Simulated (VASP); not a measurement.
# Mg8HO8 (a cell with a defect) in VASP: further runs

Mg8HO8 (a cell with a defect) is run at these levels: PBE; tasks: single point.

Everything below comes from runs of VASP 6.6.1. Logs are shortened: lines on timing, memory, paths and dates and some standing lists are left out, and cuts for length are marked.

## 1. The cell of the first run

The cell holds a defect, 17 atoms: a = 5.947 Å, b = 5.947 Å, c = 5.947 Å, α = 60.00°, β = 60.00°, γ = 60.00°.

## 2. Single point, PBE, collinear spin

INCAR reads:

```
PREC = Accurate
ENCUT = 520
EDIFF = 1E-6
ISMEAR = 0
SIGMA = 0.05
LREAL = False
LASPH = True
NELM = 200
ALGO = Normal
ISIF = 2
LWAVE = False
LCHARG = False
ISPIN = 2
MAGMOM = 0 0 0 0 0 0 0 0 0 0 0.09 0 0.09 0 0.09 0.09 0.32
LORBIT = 11
GGA = PE
NBANDS = 50
GGA_COMPAT = False
```

KPOINTS reads:

```
Automatic mesh
0
Gamma
  1 1 1
```

POSCAR reads:

```
Mg8HO8
1.0
    0.0000000000      4.2052000000      4.2052000000
    4.2052000000      0.0000000000      4.2052000000
    4.2052000000      4.2052000000      0.0000000000
Mg O H
8 8 1
Direct
    0.0027626510      0.0007040093     -0.0048659992
    0.0027613431      0.0007000856      0.5011381147
    0.0009293256      0.4993148958     -0.0002496909
    0.0027649101      0.4946820603      0.5011478645
    0.5013379863     -0.0010614240     -0.0002671692
    0.4968290450      0.0006761866      0.5011175449
    0.5013408399      0.4993021735     -0.0002595596
    0.5013400076      0.4992992010      0.4993657852
    0.2510164796      0.2489816180      0.2503308998
    0.2510170741      0.2489805479      0.7494152478
    0.2678916579      0.7436654618      0.2440954057
    0.2510160040      0.7498933463      0.7494179825
    0.7457030581      0.2658172025      0.2441126462
    0.7519214306      0.2489829259      0.7494195282
    0.7456949729      0.7436772329      0.2441102682
    0.7456983021      0.7436779464      0.7662580852
    0.8763882812      0.8741298868      0.3746021592
```

Potentials or basis: VASP PAW PBE potentials, release 64 (Mg, O, H).

On the command line:

```console
$ cat potpaw_PBE.64/Mg/POTCAR potpaw_PBE.64/O/POTCAR potpaw_PBE.64/H/POTCAR > POTCAR
$ mpirun -np 1 vasp_gam > vasp.out
```

OUTCAR:

```text
PREC = Accurate
   ENCUT = 520
   EDIFF = 1E-6
   ISMEAR = 0
   LREAL = False
   LASPH = True
   NELM = 200
   ISIF = 2
   ISPIN = 2
   LORBIT = 11
   GGA = PE

 ion  position               nearest neighbor table
   1  0.003  0.001  0.995-  17 1.84  12 2.09  10 2.09  14 2.09  11 2.16  13 2.16  15 2.16   4 2.94
                             2 2.94   6 2.94   7 2.97   5 2.97   3 2.97   3 2.97   5 2.97   7 2.97
   2  0.003  0.001  0.501-  17 1.84  12 2.09   9 2.09  14 2.09  11 2.16  13 2.16  16 2.16   4 2.94
                             1 2.94   6 2.94   8 2.97   5 2.97   3 2.97   3 2.97   5 2.97   8 2.97
   3  0.001  0.499  1.000-  15 2.06  16 2.06  13 2.06  12 2.11   9 2.11  10 2.11   7 2.97   8 2.97
                             5 2.97   1 2.97   2 2.97   4 2.97   4 2.97   2 2.97   1 2.97   5 2.98
   4  0.003  0.495  0.501-  17 1.84   9 2.09  10 2.09  14 2.09  16 2.16  15 2.16  11 2.16   1 2.94
                             2 2.94   6 2.94   7 2.97   8 2.97   3 2.97   3 2.97   8 2.97   7 2.97
   5  0.501  0.999  1.000-  11 2.06  15 2.06  16 2.06  14 2.11  10 2.11   9 2.11   3 2.97   7 2.97
                             8 2.97   2 2.97   1 2.97   6 2.97   6 2.97   1 2.97   2 2.97   8 2.98
   6  0.497  0.001  0.501-  17 1.84  12 2.09   9 2.09  10 2.09  15 2.16  16 2.16  13 2.16   4 2.94
                             1 2.94   2 2.94   8 2.97   7 2.97   5 2.97   5 2.97   7 2.97   8 2.97
   7  0.501  0.499  1.000-  11 2.06  16 2.06  13 2.06  14 2.11   9 2.11  12 2.11   3 2.97   8 2.97
                             5 2.97   1 2.97   4 2.97   6 2.97   6 2.97   4 2.97   1 2.97   5 2.98
   8  0.501  0.499  0.499-  11 2.06  15 2.06  13 2.06  14 2.11  10 2.11  12 2.11   3 2.97   7 2.97
                             5 2.97   2 2.97   4 2.97   6 2.97   6 2.97   4 2.97   2 2.97   5 2.98
   9  0.251  0.249  0.250-   4 2.09   2 2.09   6 2.09   5 2.11   7 2.11   3 2.11
  10  0.251  0.249  0.749-   4 2.09   1 2.09   6 2.09   5 2.11   8 2.11   3 2.11
  11  0.268  0.744  0.244-   7 2.06   8 2.06   5 2.06   2 2.16   1 2.16   4 2.16
  12  0.251  0.750  0.749-   1 2.09   2 2.09   6 2.09   8 2.11   7 2.11   3 2.11
  13  0.746  0.266  0.244-   3 2.06   7 2.06   8 2.06   6 2.16   2 2.16   1 2.16
  14  0.752  0.249  0.749-   4 2.09   1 2.09   2 2.09   5 2.11   8 2.11   7 2.11
  15  0.746  0.744  0.244-   3 2.06   8 2.06   5 2.06   6 2.16   1 2.16   4 2.16
  16  0.746  0.744  0.766-   3 2.06   7 2.06   5 2.06   6 2.16   2 2.16   4 2.16
  17  0.876  0.874  0.375-   4 1.84   1 1.84   2 1.84   6 1.84

  LATTYP: Found a face centered cubic cell.
 ALAT       =     8.4104000000

  Lattice vectors:

 A1 = (   0.0000000000,   4.2052000000,   4.2052000000)
 A2 = (   4.2052000000,   0.0000000000,   4.2052000000)
 A3 = (   4.2052000000,   4.2052000000,   0.0000000000)

Analysis of symmetry for initial positions (statically):
=====================================================================
 Subroutine PRICEL returns:
 Original cell was already a primitive cell.

 Routine SETGRP: Setting up the symmetry group for a
 face centered cubic supercell.

 Subroutine GETGRP returns: Found  1 space group operations
 (whereof  1 operations were pure point group operations)
 out of a pool of 48 trial point group operations.

The static configuration has the point symmetry C_1 .

Analysis of symmetry for dynamics (positions and initial velocities):
=====================================================================
 Subroutine PRICEL returns:
 Original cell was already a primitive cell.

 Routine SETGRP: Setting up the symmetry group for a
 face centered cubic supercell.

 Subroutine GETGRP returns: Found  1 space group operations
 (whereof  1 operations were pure point group operations)
 out of a pool of 48 trial point group operations.

The dynamic configuration has the point symmetry C_1 .

Analysis of structural, dynamic, and magnetic symmetry:
=====================================================================
 Subroutine PRICEL returns:
 Original cell was already a primitive cell.

 Routine SETGRP: Setting up the symmetry group for a
 face centered cubic supercell.

 Subroutine GETGRP returns: Found  1 space group operations
 (whereof  1 operations were pure point group operations)
 out of a pool of 48 trial point group operations.

The overall configuration has the point symmetry C_1 .

 Subroutine INISYM returns: Found  1 space group operations
 (whereof  1 operations are pure point group operations),
 and found     1 'primitive' translations

----------------------------------------------------------------------------------------

                                     Primitive cell

  volume of cell :     148.7270

[... 88 lines left out ...]
   ISPIN  =      2    spin polarized calculation?
   LNONCOLLINEAR =      F non collinear calculations
   LSORBIT =      F    spin-orbit coupling
   LASPH  =      T    aspherical Exc in radial PAW
   ENCUT  =  520.0 eV  38.22 Ry    6.18 a.u.  11.06 11.06 11.06*2*pi/ulx,y,z
   NELM   =    200;   NELMIN=  2; NELMDL= -5     # of ELM steps
   EDIFF  = 0.1E-05   stopping-criterion for ELM
   LREAL  =      F    real-space projection
   EDIFFG = 0.1E-04   stopping-criterion for IOM
   NSW    =      0    number of steps for IOM
   IBRION =     -1    ionic relax: 0-MD 1-quasi-New 2-CG
   NFREE  =      0    steps in history (QN), initial steepest desc. (CG)
   ISIF   =      2    stress and relaxation
   ISYM   =      2    0-nonsym 1-usesym 2-fastsym
   POTIM  = 0.5000    time-step for ionic-motion
   TEBEG  =    0.0;   TEEND  =   0.0 temperature during run
   PSTRESS=    0.0 pullay stress
   NELECT =      65.0000    total number of electrons
   NUPDOWN=      -1.0000    fix difference up-down
   EMIN   =  10.00;   EMAX   =-10.00  energy-range for DOS
   EFERMI =   0.00;   METHOD = LEGACY
   ISMEAR =     0;   SIGMA  =   0.05  broadening in eV -4-tet -1-fermi 0-gaus
   EFERMI_NEDOS =   21; number of points for ismear=-14 and -15
   IALGO  =     38    algorithm
   IMIX   =      4    mixing-type and parameters
     AMIX     =   0.40;   BMIX     =  1.00
     AMIX_MAG =   1.60;   BMIX_MAG =  1.00
  volume/ion in A,a.u.               =       8.75        59.04
  Fermi-wavevector in a.u.,A,eV,Ry     =   1.242365  2.347730 21.000204  1.543471
  Thomas-Fermi vector in A             =   2.376723
   LORBIT       =     11    0 simple, 1 ext, 2 COOP (PROOUT), +10 PAW based schemes
   GGA     = PE    functional components
   LHFCALC =     F    Hartree Fock is set to
   AEXX    =    0.0000 exact exchange contribution
   IVDW    =     0    specifies the selected vdW correction
   LEPSILON=     F    determine dielectric tensor
   LRPA    =     F    only Hartree local field effects (RPA)
 spin polarized calculation
 Gauss-broadening in eV      SIGMA  =   0.05
  energy-cutoff  :      520.00
  volume of cell :      148.73
 maximum number of plane-waves:      2008
 NGX is ok and might be reduce to    48
   NGX = 23   NGY = 23   NGZ = 23

 number of electron      65.0000005 magnetization       0.9999999

 Free energy of the ion-electron system (eV)
  ---------------------------------------------------
  ext. energy  EPLUGINS =         0.00000000
  ---------------------------------------------------
  free energy    TOTEN  =       -87.85203830 eV

  energy without entropy =      -87.85203830  energy(sigma->0) =      -87.85203830

 E-fermi :   4.8698     XC(G=0): -11.0952

 val. band max:        4.6051451042   @ k =   0.0000   0.0000   0.0000
 cond. band min:       6.2529517955   @ k =   0.0000   0.0000   0.0000
 fundamental gap:      1.6478066913
 Fermi energy:         4.8697802332

 spin component 1

 k-point     1 :       0.0000    0.0000    0.0000
  band No.  band energies     occupation
      1     -13.6871      1.00000
      2     -12.3508      1.00000
      3     -12.2774      1.00000
      4     -12.2771      1.00000
      5     -12.2770      1.00000
      6     -11.9912      1.00000
[... 36 lines left out ...]
     43      13.1114      0.00000
     44      16.1407      0.00000
 Fermi energy:         4.8697802332

 spin component 2

 k-point     1 :       0.0000    0.0000    0.0000
  band No.  band energies     occupation
      1     -13.6088      1.00000
      2     -12.2566      1.00000
      3     -12.2478      1.00000
      4     -12.2476      1.00000
      5     -12.2475      1.00000
      6     -11.8955      1.00000
[... 36 lines left out ...]
     43      13.2065      0.00000
     44      16.2899      0.00000
 [bands above 44 left out]

------------------------ aborting loop because EDIFF is reached ----------------------------------------

  FORCE on cell =-STRESS in cart. coord.  units (eV):
  Direction    XX          YY          ZZ          XY          YZ          ZX
  --------------------------------------------------------------------------------------
  -------------------------------------------------------------------------------------
  Total       14.4467261     14.4469168     14.4471650      0.0003837     -0.0006618      0.0005929
  in kB      155.6288317    155.6308865    155.6335603      0.0041332     -0.0071296      0.0063872
  external PRESSURE =     155.6310928 kB  Pullay stress =       0.0000000 kB

 VOLUME and BASIS-vectors are now :
 -----------------------------------------------------------------------------
  energy-cutoff  :      520.00
  volume of cell :      148.73
      direct lattice vectors                 reciprocal lattice vectors
     0.000000000  4.205200000  4.205200000    -0.118900409  0.118900409  0.118900409
     4.205200000  0.000000000  4.205200000     0.118900409 -0.118900409  0.118900409
     4.205200000  4.205200000  0.000000000     0.118900409  0.118900409 -0.118900409

 POSITION                                       TOTAL-FORCE (eV/Angst)
 -----------------------------------------------------------------------------------
      4.18770      4.19636      0.01458        -0.121982     -0.122584      0.122084
      2.11033      2.11900      0.01456         0.122669      0.122022      0.122083
      6.30387      4.20806      2.10363         0.102641     -0.102676     -0.102707
      4.18766      2.11905      2.09186        -0.122023      0.122066     -0.122492
      8.40481      6.31230      6.30896        -0.103427      0.103461     -0.103296
      2.11014      4.19656      2.09211         0.122768     -0.122688     -0.122562
[... 9 lines left out ...]
      6.34958      6.35808      6.26313        -0.292488     -0.291560      0.292217
      5.25117      5.26066      7.36128         0.000517     -0.000427     -0.000233
 -----------------------------------------------------------------------------------
    total drift:                                0.000358     -0.000272     -0.000129

  FREE ENERGIE OF THE ION-ELECTRON SYSTEM (eV)
  ---------------------------------------------------
  free  energy   TOTEN  =       -87.8520383000 eV

  energy  without entropy=      -87.8520383000  energy(sigma->0) =      -87.85203830

 total charge

# of ion       s       p       d       tot
------------------------------------------
    1        0.128   0.180   0.087   0.396
    2        0.128   0.180   0.087   0.396
    3        0.131   0.185   0.092   0.409
    4        0.128   0.180   0.087   0.396
    5        0.131   0.186   0.092   0.409
    6        0.128   0.180   0.087   0.396
[... 9 lines left out ...]
   16        1.525   3.632   0.000   5.157
   17        0.522   0.021   0.000   0.542
--------------------------------------------------
tot         13.692  30.658   0.718  45.068

 magnetization (x)

# of ion       s       p       d       tot
------------------------------------------
    1        0.001   0.002   0.003   0.005
    2        0.001   0.002   0.003   0.005
    3        0.006   0.004   0.001   0.011
    4        0.001   0.002   0.003   0.005
    5        0.006   0.004   0.001   0.011
    6        0.001   0.002   0.003   0.005
[... 9 lines left out ...]
   16        0.020   0.049   0.000   0.069
   17        0.295   0.002   0.000   0.297
--------------------------------------------------
tot          0.400   0.219   0.017   0.636
```

Run time: 2.1 min. Hardware: 1 thread of Intel Xeon 8259CL, shared host; peak memory 0.39 GiB.

Results:

```
Free energy                                           : -87.8520 eV
Pressure                                              : 15.6 GPa
Largest force                                         : 0.506 eV/Å
Net moment                                            : 1.00 μB per cell
Site moments                                          : Mg +0.01; O -0.00, +0.07 (each value once); H +0.30 μB
Valence electrons inside the program's atomic spheres : Mg 0.40, 0.41 (each value once); O 5.17, 5.16 (each value once); H 0.54
```

Forces on the atoms (eV/Å):
```
Mg  -0.122 -0.123  0.122
Mg   0.123  0.122  0.122
Mg   0.103 -0.103 -0.103
Mg  -0.122  0.122 -0.122
Mg  -0.103  0.103 -0.103
Mg   0.123 -0.123 -0.123
Mg   0.103  0.103  0.103
Mg  -0.103 -0.103  0.103
O    0.021  0.021 -0.021
O   -0.021 -0.021 -0.021
O    0.292 -0.292 -0.292
O    0.021 -0.021  0.021
O   -0.292  0.292 -0.292
O   -0.021  0.021  0.021
O    0.292  0.292  0.292
O   -0.292 -0.292  0.292
H    0.001  0.000  0.000
```

Caveat: the k points lie up to 1.29 Å⁻¹ apart.

(Continued in part 2 of 2.)
